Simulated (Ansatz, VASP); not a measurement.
## One calculation of Ga2AsN, two programs

INCAR

```
PREC = Accurate ; ENCUT = 520
EDIFF = 1E-6 ; ISMEAR = -1
SIGMA = 0.02 ; LREAL = False
LASPH = True ; NELM = 150
ALGO = Normal ; ISIF = 2
LWAVE = False ; LCHARG = False
LNONCOLLINEAR = True ; MAGMOM = 0 0 0 0 0 0 0 0 0 0 0 0
LORBIT = 11 ; LSORBIT = True
GGA_COMPAT = False ; LORBMOM = True
GGA = PE ; NBANDS = 50
```

KPOINTS

```
Automatic mesh
0
Gamma
  8 8 6
```

The input POSCAR:

```
Ga2AsN
1.0
    3.4638989819      0.0000000000      0.0000000000
    0.0000000000      3.4638989819      0.0000000000
    0.0000000000      0.0000000000      4.8450305129
N Ga As
1 2 1
Direct
    0.0000000000      0.0000000000      0.0000000000
    0.0000000000      0.0000000000      0.5000000000
    0.5000000000      0.5000000000      0.0000000000
    0.5000000000      0.5000000000      0.5000000000
```

Input for Ansatz:

```yaml
crystal:
  lattice:
    - [3.4638989819, 0.0, 0.0]
    - [0.0, 3.4638989819, 0.0]
    - [0.0, 0.0, 4.8450305129]
  atoms:
    - { symbol: "N", position: [0.0, 0.0, 0.0] }
    - { symbol: Ga, position: [0.0, 0.0, 0.5] }
    - { symbol: As, position: [0.5, 0.5, 0.5] }
    - { symbol: Ga, position: [0.5, 0.5, 0.0] }
kpoints:
  mp_grid: { grid: [8, 8, 6] }
  band_path:
    path:
      - [0.0, 0.0, 0.0]
      - [0.0, 0.5, 0.0]
      - [0.5, 0.5, 0.0]
      - [0.0, 0.0, 0.5]
      - [0.0, 0.5, 0.5]
      - [0.5, 0.5, 0.5]
      - [0.45, 0.45, 0.0]
    npoints: 1
hamiltonian:
  xc: pbe
scf:
  occupations: { method: fermi_dirac, width: 0.02 }
  n_extra_bands: 10
magnetization:
  noncollinear: true
  spin_orbit: true
output:
  forces: true
  stress: true
  eigenvalues: true
```

Alike in both runs: task single point; functional PBE; k mesh 8 × 8 × 6; occupations fermi-dirac, width 0.02 eV; non-collinear spin, spin-orbit coupling.

|  | VASP | Ansatz |
| --- | --- | --- |
| version | VASP 6.6.1 | Ansatz 0.2.0 |
| potentials or method | VASP PAW PBE potentials, release 64 (N, Ga_d, As) | plane waves, PAW |
| plane-wave cutoff (eV) | 520 | 420 |
| valence electrons in the cell | 36 | 46 |

Ansatz gave:

| Item | Value |
| --- | --- |
| pressure (GPa) | 4.3 |
| net moment per atom (μB) | 0.00 |

Q: Estimate VASP's values.

A: Pressure (GPa): 4.7; net moment per atom (μB): 0.00.

The functional is the same, so the differences come from potentials, cutoffs and numerics. VASP's potentials hold 36 valence electrons a cell and Ansatz's 46, so a difference there can come from the potentials and not from the codes.
